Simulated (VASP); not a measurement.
Set up this calculation in VASP 6.6.1, as the native input.

- Task: single point
- Functional: r2SCAN
- Potentials or basis: VASP PAW PBE potentials, release 64 (W_sv, C)
- Cutoff: 520 eV
- k mesh: 10 × 10 × 6
- Occupations: fermi-dirac, width 0.05 eV
- Spin: no spin polarisation
- Dipole correction: no
- Further INCAR settings: ALGO = Normal; EDIFF = 1e-07; NBANDS = 16

Crystal: WC.

```
W C
1.0
     1.64035   -2.11804    0.00000
     1.64035    2.11804    0.00000
     0.00000    0.00000    4.30942
W C
1 1
Cartesian
  1.6403 0.0000 2.1547
  0.0000 0.0000 0.0000
```

One way to write it, as run:

POSCAR

```
WC
1.0
    1.6403461100     -2.1180379000      0.0000000000
    1.6403461100      2.1180379000      0.0000000000
    0.0000000000      0.0000000000      4.3094211000
W C
1 1
Direct
    0.5000000000      0.5000000000      0.5000000000
    0.0000000000      0.0000000000      0.0000000000
```

INCAR.step1

```
PREC = Accurate ; ENCUT = 520
ISMEAR = -1 ; SIGMA = 0.05
LREAL = F ; LASPH = T
NELM = 100 ; NBANDS = 16
GGA = PE ; ALGO = Normal
EDIFF = 1E-4 ; LWAVE = T
LCHARG = F
```

INCAR.step2

```
PREC = Accurate ; ENCUT = 520
EDIFF = 1E-7 ; ISMEAR = -1
SIGMA = 0.05 ; LREAL = F
LASPH = T ; NELM = 100
ALGO = Normal ; ISIF = 2
LWAVE = F ; LCHARG = T
METAGGA = R2SCAN ; LMIXTAU = T
LELF = T ; LVHAR = T
NBANDS = 16 ; ISTART = 1
```

KPOINTS

```
Automatic mesh
0
Gamma
  10 10 6
```

Potentials or basis: VASP PAW PBE potentials, release 64 (W_sv, C).

Launch:

```bash
$ cat potpaw_PBE.64/W_sv/POTCAR potpaw_PBE.64/C/POTCAR > POTCAR
$ cp INCAR.step1 INCAR
$ mpirun -np 1 vasp_std > vasp.out
$ cp INCAR.step2 INCAR
$ mpirun -np 1 vasp_std > vasp.out
```

It gave:

```yaml
Pressure: -35.1 GPa
Band_gap_on_the_k_mesh: zero (bands 9 and 10 overlap by 4.27 eV)
```

Caveat: the stress differs along the axes, from -62 to -4 GPa; the PAW data sets were made with another functional, which shifts forces and pressure a little; spin-orbit coupling is left out, which moves the levels of the heavy elements.

Wall time 72 s on 1 thread of Intel(R) Xeon(R) 6975P-C (Granite Rapids) (shared host), peak memory 0.18 GiB.
